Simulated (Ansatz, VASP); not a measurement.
# HfN: VASP beside Ansatz

POSCAR

```
HfN
1.0
    3.1339080219      0.0000000000      0.0000000000
   -1.5669540110      2.7140439601      0.0000000000
    0.0000000000      0.0000000000      5.4167677200
Hf N
2 2
Direct
    0.6666666700      0.3333333300      0.7500000000
    0.3333333300      0.6666666700      0.2500000000
    0.0000000000      0.0000000000      0.0000000000
    0.0000000000      0.0000000000      0.5000000000
```

Contents of INCAR.step1:

```
SYSTEM = HfN
PREC = Accurate ; ENCUT = 600
ISMEAR = 0 ; SIGMA = 0.1
LREAL = .FALSE. ; LASPH = .TRUE.
NELM = 80 ; GGA = PE
ALGO = Normal ; EDIFF = 1E-4
LWAVE = .TRUE. ; LCHARG = .FALSE.
```

INCAR.step2

```
SYSTEM = HfN
PREC = Accurate ; ENCUT = 600
EDIFF = 1E-7 ; ISMEAR = 0
SIGMA = 0.1 ; LREAL = .FALSE.
LASPH = .TRUE. ; NELM = 80
ALGO = Normal ; ISIF = 3
LWAVE = .FALSE. ; LCHARG = .FALSE.
METAGGA = R2SCAN ; LMIXTAU = .TRUE.
IBRION = 2 ; NSW = 100
EDIFFG = -0.01 ; ISTART = 1
```

File KPOINTS:

```
regular mesh
0
G
  18 18 8
  0 0 0
```

Input for Ansatz:

```yaml
crystal:
  lattice:
    - [3.1339080219, 0.0, 0.0]
    - [-1.566954011, 2.7140439601, 0.0]
    - [0.0, 0.0, 5.41676772]
  atoms:
    - { symbol: Hf, position: [0.66666667, 0.33333333, 0.75] }
    - { symbol: Hf, position: [0.33333333, 0.66666667, 0.25] }
    - { symbol: "N", position: [0.0, 0.0, 0.0] }
    - { symbol: "N", position: [0.0, 0.0, 0.5] }
basis:
  ecutwfc: 500
kpoints:
  mp_grid: { grid: [18, 18, 8] }
hamiltonian:
  xc: r2scan
scf:
  occupations: { method: gaussian, width: 0.1 }
output:
  forces: true
  stress: true
  eigenvalues: true
relax:
  adjacent_minimum: "off"
  f_tol: 0.01
  max_steps: 80
  cell: { stress_tol: 0.05 }
```

Alike in both runs: task relaxation of cell and atoms; functional r2SCAN; k mesh 18 × 18 × 8; occupations gaussian, width 0.1 eV; no spin polarisation.

|  | VASP | Ansatz |
| --- | --- | --- |
| version | VASP 6.6.1 | Ansatz 0.2.0 |
| potentials or method | VASP PAW PBE potentials, release 64 (Hf_pv, N), cutoff 600 eV | scalar-relativistic, plane waves, PAW |
| valence electrons in the cell | 30 | 62 |

```tsv
	VASP	Ansatz	Ansatz less VASP
gap on the k mesh at the Fermi level, each at its own relaxed structure (eV)	none	none	-
relaxed volume (Å³/atom)	11.50	11.61	+0.108
relaxed length of the cell vector where the two differ most in proportion (Å)	3.134	3.144	+0.0106
```

VASP's potentials were made for PBE, not for r2SCAN. A gap of «none» marks a metal or a gap that the smearing closes. VASP's potentials hold 30 valence electrons a cell and Ansatz's 62, so a difference there can come from the potentials and not from the codes.

Neither program's run includes spin-orbit coupling.
